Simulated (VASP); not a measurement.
Crystal: Ir2Ru5.

```
CELL_PARAMETERS angstrom
2.70059 -4.67755 -4.26973
-5.40117 0.00000 -4.26973
2.70059 4.67755 -4.26973
ATOMIC_POSITIONS crystal
Ru 0.41311 0.58341 0.74911
Ru 0.08222 0.25031 0.41689
Ru 0.75212 0.91311 0.08288
Ru 0.24933 0.40833 0.08047
Ru 0.91270 0.08021 0.75189
Ru 0.58280 0.74997 0.41946
Ru 0.08451 0.75446 0.91461
Ru 0.41778 0.07981 0.25205
Ru 0.25001 0.07706 0.91364
Ru 0.58121 0.41538 0.24774
Ru 0.41531 0.25244 0.58218
Ru 0.08322 0.91914 0.24620
Ru 0.58423 0.91544 0.74929
Ru 0.25037 0.58097 0.42094
Ru 0.92128 0.25102 0.07893
Ir 0.08058 0.41135 0.74957
Ir 0.74754 0.08468 0.41638
Ir 0.41915 0.74445 0.08353
Ir 0.58342 0.25272 0.91446
Ir 0.25425 0.91697 0.58068
Ir 0.91926 0.58372 0.25156
```

| Property | Result |
| --- | --- |
| Program | VASP 6.6.1 |
| Task | relaxation of cell and atoms |
| Functional | PBEsol |
| Potentials or basis | VASP PAW PBE potentials, release 64 (Ru_pv, Ir) |
| Cutoff | 600 eV |
| k mesh | 2 × 2 × 2, shifted |
| Occupations | gaussian, width 0.1 eV |
| Spin | no spin polarisation |

At the start: pressure -10.0 GPa; volume 15.41 Å³/atom.

**Question.** How do energy, volume and symmetry change on relaxing?

**Answer.** Over 17 steps the energy falls by 33.0 meV/atom and the volume is 14.80 Å³/atom (-4.0 %); space group P1 (No. 1, to 0.1 Å) before and after.

The path:
| step | energy change (eV) | largest force (eV/Å) | pressure (GPa) | volume (Å³) |
| --- | --- | --- | --- | --- |
| 1 | 0.0000 | 1.2315 | -9.97 | 323.61 |
| 2 | 3.1515 | 2.4053 | 42.72 | 280.77 |
| 3 | -0.4438 | 1.2549 | 0.74 | 311.63 |
| 4 | -0.4447 | 1.2508 | 1.19 | 311.16 |
| 5 | -0.6390 | 0.3027 | 0.60 | 310.57 |
| 6 | -0.6390 | 0.3021 | 0.59 | 310.56 |
| 7 | -0.6669 | 0.1806 | -1.69 | 312.57 |
| 8 | -0.6679 | 0.1896 | -1.34 | 312.26 |
| 9 | -0.6804 | 0.1966 | 0.85 | 309.97 |
| 10 | -0.6822 | 0.1622 | 0.25 | 310.56 |
| 11 | -0.6895 | 0.1066 | 0.17 | 310.58 |
| 12 | -0.6905 | 0.0862 | 0.14 | 310.59 |
| 13 | -0.6924 | 0.0721 | -0.22 | 310.95 |
| 14 | -0.6925 | 0.0716 | -0.32 | 311.08 |
| 15 | -0.6935 | 0.0435 | 0.12 | 310.67 |
| 16 | -0.6935 | 0.0453 | 0.10 | 310.69 |
| 17 | -0.6939 | 0.0246 | 0.07 | 310.74 |

Final structure:
```yaml
crystal:
  lattice:
    - [2.64364, -4.60651, -4.18719]
    - [-5.33667, 0.00680, -4.22567]
    - [2.65405, 4.63813, -4.21510]
  atoms:
    - { symbol: Ru, position: [0.42089, 0.57815, 0.74741] }
    - { symbol: Ru, position: [0.08407, 0.24900, 0.41369] }
    - { symbol: Ru, position: [0.75167, 0.90663, 0.07870] }
    - { symbol: Ru, position: [0.25108, 0.41456, 0.08524] }
    - { symbol: Ru, position: [0.91521, 0.07945, 0.74879] }
    - { symbol: Ru, position: [0.58722, 0.74489, 0.42020] }
    - { symbol: Ru, position: [0.07838, 0.75066, 0.91326] }
    - { symbol: Ru, position: [0.41922, 0.08543, 0.25038] }
    - { symbol: Ru, position: [0.24840, 0.08195, 0.91416] }
    - { symbol: Ru, position: [0.58524, 0.41661, 0.25981] }
    - { symbol: Ru, position: [0.42334, 0.24872, 0.58163] }
    - { symbol: Ru, position: [0.08189, 0.91633, 0.24387] }
    - { symbol: Ru, position: [0.58299, 0.91575, 0.74808] }
    - { symbol: Ru, position: [0.24800, 0.58279, 0.41971] }
    - { symbol: Ru, position: [0.91805, 0.25125, 0.08159] }
    - { symbol: Ir, position: [0.08004, 0.41536, 0.74767] }
    - { symbol: Ir, position: [0.75270, 0.08241, 0.41734] }
    - { symbol: Ir, position: [0.41746, 0.74795, 0.08292] }
    - { symbol: Ir, position: [0.58604, 0.25834, 0.91587] }
    - { symbol: Ir, position: [0.23948, 0.91532, 0.58225] }
    - { symbol: Ir, position: [0.91304, 0.58339, 0.24990] }
```

Caveat: the k points lie up to 0.47 Å⁻¹ apart in the final cell; the PAW data sets were made with another functional, which shifts forces and pressure a little.
